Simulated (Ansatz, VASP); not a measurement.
Au in VASP and in Ansatz

File INCAR:

```
  PREC = Accurate
  ENCUT = 500
  EDIFF = 1E-6
  ISMEAR = 0
  SIGMA = 0.15
  LREAL = F
  LASPH = T
  NELM = 120
  ALGO = Normal
  ISIF = 2
  LWAVE = F
  LCHARG = F
  GGA = PE
  NBANDS = 18
  GGA_COMPAT = F
```

KPOINTS

```
Automatic mesh
0
Gamma
  18 18 10
```

The input POSCAR:

```
Au
1.0
    2.8804999125      0.0000000000      0.0000000000
   -1.4402499562      2.4945860998      0.0000000000
    0.0000000000      0.0000000000      4.8289054398
Au
2
Direct
    0.3333333333      0.6666666667      0.7500000000
    0.6666666667      0.3333333333      0.2500000000
```

Input for Ansatz:

```yaml
crystal:
  lattice:
    - [2.8804999125, 0.0, 0.0]
    - [-1.4402499562, 2.4945860998, 0.0]
    - [0.0, 0.0, 4.8289054398]
  atoms:
    - { symbol: Au, position: [0.3333333333, 0.6666666667, 0.75] }
    - { symbol: Au, position: [0.6666666667, 0.3333333333, 0.25] }
basis:
  ecutwfc: 420
kpoints:
  mp_grid: { grid: [18, 18, 10] }
hamiltonian:
  xc: pbe
scf:
  occupations: { method: gaussian, width: 0.15 }
output:
  forces: true
  stress: true
  eigenvalues: true
```

Change from the starting cell: mode 4 frozen in at +0.000 Å, equal normal strain along x, y and z -0.0125.

Alike in both runs: task single point; functional PBE; k mesh 18 × 18 × 10; occupations gaussian, width 0.15 eV; no spin polarisation.

|  | VASP | Ansatz |
| --- | --- | --- |
| version | VASP 6.6.1 | Ansatz 0.2.0 |
| potentials or method | VASP PAW PBE potentials, release 64 (Au), cutoff 500 eV | scalar-relativistic, plane waves, PAW |
| valence electrons in the cell | 22 | 38 |

|  | VASP | Ansatz | Ansatz less VASP |
| --- | --- | --- | --- |
| gap on the k mesh at the Fermi level (eV) | none | none | - |
| pressure (GPa) | 5.5 | 5.7 | +0.25 |
| traceless stress, the component that is largest in VASP (GPa) | -0.20 | -0.19 | +0.012 |

A gap of «none» marks a metal or a gap that the smearing closes. VASP's potentials hold 22 valence electrons a cell and Ansatz's 38, so a difference there can come from the potentials and not from the codes.

Neither program's run includes spin-orbit coupling.
